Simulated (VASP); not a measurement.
Write the native input for VASP 6.6.1 that does the following.

- Task: single point
- Functional: PBE
- Potentials or basis: VASP PAW PBE potentials, release 64 (Mg, O, H)
- Cutoff: 520 eV
- k mesh: 2 × 2 × 2
- Occupations: fermi-dirac, width 0.05 eV
- Spin: collinear spin
- Starting moments: [0.0, 0.0, 0.0, 0.0, 0.0, 0.0, 0.0, 0.0, 0.0, 0.0, 0.0, 0.0, 0.0, 0.0, 0.0, 0.0, 1.0] μB
- Dipole correction: no
- Further INCAR settings: LREAL = Auto; ALGO = Normal; EDIFF = 1e-06; NBANDS = 50

The structure of Mg8HO8 (a cell with a defect) lies in POSCAR:

```
Mg8HO8
1.0
    0.0000000000      3.8650000000      3.8650000000
    3.8650000000      0.0000000000      3.8650000000
    3.8650000000      3.8650000000      0.0000000000
Mg O H
8 8 1
Direct
   -0.0009425133      0.0023423204     -0.0004348671
   -0.0025723891      0.0009645355      0.5010571434
   -0.0009498222      0.4994741023     -0.0004262802
   -0.0009504308      0.4994577570      0.5024653728
    0.5003611251      0.0007606380     -0.0014616336
    0.5005774521      0.0009700991      0.5010626372
    0.5019209079      0.4994753286     -0.0004252103
    0.5004159778      0.4982810872      0.5009081409
    0.2446369933      0.2655330247      0.2452148173
    0.2502032775      0.2500446608      0.7501741495
    0.2447249932      0.7451678923      0.2452886032
    0.2446216916      0.7450789907      0.7656996155
    0.7496133920      0.2500814735      0.2507131759
    0.7495997535      0.2500452983      0.7501745635
    0.7648544044      0.7451631488      0.2452839920
    0.7496016483      0.7506187365      0.7501991698
    0.3740545387      0.8757484062      0.3762254105
```

These files were run (other wordings do the same):

INCAR

```
ALGO = Normal ; EDIFF = 1E-6
ENCUT = 520 ; GGA = PE
ISIF = 2 ; ISMEAR = -1
ISPIN = 2 ; LASPH = True
LCHARG = False ; LORBIT = 11
LREAL = Auto ; LWAVE = False
MAGMOM = 0 0 0 0 0 0 0 0 0 0 0 0 0 0 0 0 1 ; NBANDS = 50
NELM = 150 ; PREC = Accurate
SIGMA = 0.05
```

KPOINTS

```
k-points
0
Gamma
  2 2 2
```

Potentials or basis: VASP PAW PBE potentials, release 64 (Mg, O, H).

Run with:

```console
$ cat potpaw_PBE.64/Mg/POTCAR potpaw_PBE.64/O/POTCAR potpaw_PBE.64/H/POTCAR > POTCAR
$ mpirun -np 1 vasp_std > vasp.out
```

It gave:

```json
{
  "Pressure": "88.4 GPa",
  "Largest force": "0.077 eV/Å",
  "Net moment": "0.75 μB per cell",
  "Site moments": "Mg +0.00, +0.01 (each value once); O +0.08, -0.00 (each value once); H +0.25 μB",
  "Valence electrons inside the program's atomic spheres": "Mg 0.66, 0.63 (each value once); O 5.27, 5.29 (each value once); H 0.66"
}
```

Caveat: the k points lie up to 0.70 Å⁻¹ apart.

It took 7.1 min on 1 thread of Intel Xeon 8259CL, with other jobs on the host, peak memory 0.34 GiB.
